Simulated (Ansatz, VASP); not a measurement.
## B3C: VASP beside Ansatz

Contents of INCAR:

```
  PREC = Accurate
  ENCUT = 600
  EDIFF = 1E-6
  ISMEAR = 0
  SIGMA = 0.1
  LREAL = False
  LASPH = True
  NELM = 80
  ALGO = Normal
  ISIF = 3
  LWAVE = False
  LCHARG = False
  GGA = PE
  IBRION = 2
  NSW = 100
  EDIFFG = -0.01
```

Contents of KPOINTS:

```
regular mesh
0
Gamma
  24 24 10
```

POSCAR

```
B3C
1.0
    2.5705910612      0.0000000000      0.0000000000
   -1.2852955306      2.2261971617      0.0000000000
    0.0000000000      0.0000000000      4.6419177074
B C
3 1
Direct
    0.0000000000      0.0000000000      0.0000000000
    0.6666666667      0.3333333333      0.6844254056
    0.6666666667      0.3333333333      0.3155745944
    0.0000000000      0.0000000000      0.5000000000
```

Input for Ansatz:

```yaml
crystal:
  lattice:
    - [2.5705910612, 0.0, 0.0]
    - [-1.2852955306, 2.2261971617, 0.0]
    - [0.0, 0.0, 4.6419177074]
  atoms:
    - { symbol: B, position: [0.0, 0.0, 0.0] }
    - { symbol: B, position: [0.6666666667, 0.3333333333, 0.6844254056] }
    - { symbol: B, position: [0.6666666667, 0.3333333333, 0.3155745944] }
    - { symbol: C, position: [0.0, 0.0, 0.5] }
basis:
  ecutwfc: 420
kpoints:
  mp_grid: { grid: [24, 24, 10] }
hamiltonian:
  xc: pbe
scf:
  occupations: { method: gaussian, width: 0.1 }
output:
  forces: true
  stress: true
  eigenvalues: true
relax:
  adjacent_minimum: "off"
  f_tol: 0.01
  max_steps: 80
  cell: { stress_tol: 0.05 }
```

Change from the starting cell: species swapped into the Co3Ir type (P-6m2, No. 187).

Alike in both runs: task relaxation of cell and atoms; functional PBE; k mesh 24 × 24 × 10; occupations gaussian, width 0.1 eV; no spin polarisation.

|  | VASP | Ansatz |
| --- | --- | --- |
| version | VASP 6.6.1 | Ansatz 0.2.0 |
| potentials or method | VASP PAW PBE potentials, release 64 (B, C), cutoff 600 eV | scalar-relativistic, plane waves, PAW |
| valence electrons in the cell | 13 | 13 |

|  | VASP | Ansatz | Ansatz less VASP |
| --- | --- | --- | --- |
| gap on the k mesh at the Fermi level, each at its own relaxed structure (eV) | none | none | - |
| relaxed volume (Å³/atom) | 6.73 | 6.73 | +0.006 |
| relaxed length of the cell vector where the two differ most in proportion (Å) | 4.709 | 4.715 | +0.0065 |

A gap of «none» marks a metal or a gap that the smearing closes.
